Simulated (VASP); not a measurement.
Wanted: the native input for a VASP 6.6.1 run.

| Item | Value |
| --- | --- |
| Task | single point |
| Functional | PBE |
| Potentials or basis | VASP PAW PBE potentials, release 64 (Na_pv, Sb) |
| Cutoff | 520 eV |
| k mesh | 6 × 6 × 6 |
| Occupations | gaussian, width 0.1 eV |
| Spin | no spin polarisation |
| Dipole correction | no |
| Further INCAR settings | ALGO = Fast; EDIFF = 1e-06; NBANDS = 24 |

The structure of Na3Sb2 lies in POSCAR:

```
Na3Sb2
1.0
    1.7858870499      1.0310823690     13.2863059502
   -1.7858870499      1.0310823690     13.2863059502
    0.0000000000     -2.0621647380     13.2863059502
Na Sb
3 2
Direct
    0.0000000000      0.0000000000      0.0000000000
    0.2081031172      0.2081031172      0.2081031172
    0.7918968828      0.7918968828      0.7918968828
    0.3968430859      0.3968430859      0.3968430859
    0.6031569141      0.6031569141      0.6031569141
```

The input as run:

INCAR

```
SYSTEM = Na3Sb2
PREC     = Accurate       ! precision mode
ENCUT    = 520            ! plane-wave cutoff, eV
EDIFF    = 1E-6           ! SCF threshold, eV
ISMEAR   = 0              ! smearing method
SIGMA    = 0.1            ! smearing width, eV
LREAL    = .False.        ! projectors in reciprocal space
LASPH    = .True.         ! aspherical terms in the spheres
NELM     = 80             ! most SCF steps
ALGO     = Fast           ! electronic algorithm
ISIF     = 2              ! what is computed and relaxed
LWAVE    = .False.        ! write WAVECAR
LCHARG   = .False.        ! write CHGCAR
GGA      = PE             ! functional
NBANDS   = 24             ! bands
```

KPOINTS

```
regular mesh
0
Gamma
  6 6 6
  0 0 0
```

Potentials or basis: VASP PAW PBE potentials, release 64 (Na_pv, Sb).

Command:

```sh
$ cat potpaw_PBE.64/Na_pv/POTCAR potpaw_PBE.64/Sb/POTCAR > POTCAR
$ mpirun -np 1 vasp_std > vasp.out
```

Results of the run:

```json
{
  "Pressure": "0.0 GPa",
  "Largest force": "0.033 eV/Å",
  "Band gap on the k mesh": "zero (an odd number of electrons rules out a gap without spin polarisation)"
}
```

Caveat: spin-orbit coupling is left out, which moves the levels of the heavy elements.

Run time: 13 min on 1 thread of Intel(R) Xeon(R) 6975P-C (Granite Rapids), on a shared host, peak memory 1.8 GiB.
